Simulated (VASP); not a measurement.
Set up this calculation in VASP 6.6.1, as the native input.

| Quantity | Value |
| --- | --- |
| Task | relaxation of the atoms |
| Functional | PBE |
| Potentials or basis | VASP PAW PBE potentials, release 64 (Si, N) |
| Cutoff | 520 eV |
| k mesh | 6 × 6 × 6 |
| Occupations | fermi-dirac, width 0.02 eV |
| Spin | no spin polarisation |
| Dipole correction | no |
| Further INCAR settings | ALGO = Normal; EDIFF = 1e-06; IBRION = 2; EDIFFG = -0.02; NSW = 80 |

The structure of Si3N4 lies in POSCAR:

```
Si3N4
1.0
   -3.3008435707      3.3008435707      3.3008435707
    3.3008435707     -3.3008435707      3.3008435707
    3.3008435707      3.3008435707     -3.3008435707
Si N
6 8
Direct
    0.2500000000      0.1250000000      0.8750000000
    0.8750000000      0.2500000000      0.1250000000
    0.7500000000      0.3750000000      0.6250000000
    0.6250000000      0.7500000000      0.3750000000
    0.1250000000      0.8750000000      0.2500000000
    0.3750000000      0.6250000000      0.7500000000
    0.5628000000      0.5628000000      0.5628000000
    0.4372000000      0.5000000000      0.0000000000
    0.5000000000      0.0000000000      0.9372000000
    0.0000000000      0.4372000000      0.5000000000
    0.9372000000      0.5000000000      0.0000000000
    0.0628000000      0.0628000000      0.0628000000
    0.0000000000      0.9372000000      0.5000000000
    0.5000000000      0.0000000000      0.4372000000
```

These files were run (other wordings do the same):

INCAR

```
SYSTEM = Si3N4
  PREC = Accurate
  ENCUT = 520
  EDIFF = 1E-6
  ISMEAR = -1
  SIGMA = 0.02
  LREAL = .False.
  LASPH = .True.
  NELM = 60
  ALGO = Normal
  ISIF = 2
  LWAVE = .False.
  LCHARG = .False.
  GGA = PE
  IBRION = 2
  NSW = 80
  EDIFFG = -0.02
```

KPOINTS

```
Automatic mesh
0
Gamma
  6 6 6
  0 0 0
```

Potentials or basis: VASP PAW PBE potentials, release 64 (Si, N).

Command:

```bash
$ cat potpaw_PBE.64/Si/POTCAR potpaw_PBE.64/N/POTCAR > POTCAR
$ mpirun -np 1 vasp_std > vasp.out
```

Results of the run:

The energy gained by relaxing is 0.6 meV/atom and the ionic steps are 4. The pressure after relaxing is -11.9 GPa and the band gap on the k mesh is 3.82 eV (least direct gap 4.03 eV).

It took 4.9 min on 1 thread of Intel(R) Xeon(R) Platinum 8375C CPU @ 2.90GHz (Ice Lake), with other jobs on the host, peak memory 0.35 GiB.
